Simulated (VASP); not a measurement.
Wanted: the native input for a VASP 6.6.1 run.

```yaml
Task: single point
Functional: PBE
Potentials_or_basis: VASP PAW PBE potentials, release 64 (B, N, Ti_sv)
Cutoff: 520 eV
k_mesh: 1 × 1 × 1
Occupations: fermi-dirac, width 0.01 eV
Spin: no spin polarisation
Dipole_correction: no
Further_INCAR_settings: LREAL = Auto; ALGO = Normal; EDIFF = 1e-06; NBANDS = 102
```

The structure of TiB18N18 (a cell with a defect) (Ti interstitial hop between voids) lies in POSCAR:

```
TiB18N18
1.0
    7.4650312800      0.0000000000      0.0000000000
   -3.7325156400      6.4649067300      0.0000000000
    0.0000000000      0.0000000000      6.4954828800
B N Ti
18 18 1
Direct
    0.1511810972      0.1624260092      0.2467851936
    0.1801924595      0.1706134436      0.7454834520
    0.1513134297      0.4938694607      0.2470239749
    0.1797898139      0.5030965079      0.7451793946
    0.1486861657      0.8267147885      0.2603253725
    0.1793244254      0.8368496602      0.7416243086
    0.4815907860      0.1590587526      0.2499783357
    0.5142451834      0.1699985856      0.7578104801
    0.4838513697      0.4938167144      0.1465389129
    0.5082171510      0.5011464411      0.8509274987
    0.4819644447      0.8281941602      0.2486814344
    0.5141509021      0.8390246335      0.7567462021
    0.8177291208      0.1612838427      0.2600728893
    0.8467648295      0.1704796443      0.7586091890
    0.8176791736      0.4919359448      0.2615106577
    0.8466516848      0.5032759382      0.7550958244
    0.8175171338      0.8304825149      0.2641723536
    0.8461483090      0.8370289358      0.7497748959
    0.0691588434      0.2815537913      0.7499399336
    0.2600588891      0.0485934311      0.2494585899
    0.0690913885      0.6147811818      0.7385664913
    0.2667175574      0.3858137641      0.2273386024
    0.0691928925      0.9485010776      0.7358187356
    0.2600472444      0.7163104115      0.2494453499
    0.4047990290      0.2855032682      0.7563437685
    0.5950756051      0.0502907487      0.2600465633
    0.4047202695      0.6137015066      0.7538977610
    0.5948186121      0.3829943885      0.2349739085
    0.4015954619      0.9481952727      0.7500460074
    0.5955081282      0.7181871594      0.2309386427
    0.7348489766      0.2798733339      0.7648772373
    0.9307779775      0.0530408271      0.2633811884
    0.7384706982      0.6164469445      0.7864914887
    0.9307655996      0.3827719569      0.2624109757
    0.7344803206      0.9492669046      0.7625656308
    0.9244298426      0.7140794435      0.2691318001
    0.5763541642      0.5460357198      0.4980468827
```

These files were run (other wordings do the same):

INCAR

```
ALGO = Normal
EDIFF = 1E-6
ENCUT = 520
GGA = PE
GGA_COMPAT = F
ISIF = 2
ISMEAR = -1
LASPH = T
LCHARG = F
LREAL = Auto
LWAVE = F
NBANDS = 102
NELM = 120
PREC = Accurate
SIGMA = 0.01
```

KPOINTS

```
k-points
0
Gamma
  1 1 1
```

Potentials or basis: VASP PAW PBE potentials, release 64 (B, N, Ti_sv).

The run is started by

```sh
$ cat potpaw_PBE.64/B/POTCAR potpaw_PBE.64/N/POTCAR potpaw_PBE.64/Ti_sv/POTCAR > POTCAR
$ mpirun -np 1 vasp_gam > vasp.out
```

Results of the run:

- Pressure: 8.4 GPa
- Largest force: 0.225 eV/Å
- Band gap on the k mesh: 0.71 eV

Caveat: the k points lie up to 0.97 Å⁻¹ apart.

Wall time 47 s on 1 thread of Intel(R) Xeon(R) 6975P-C (Granite Rapids), on a shared host, peak memory 0.35 GiB.
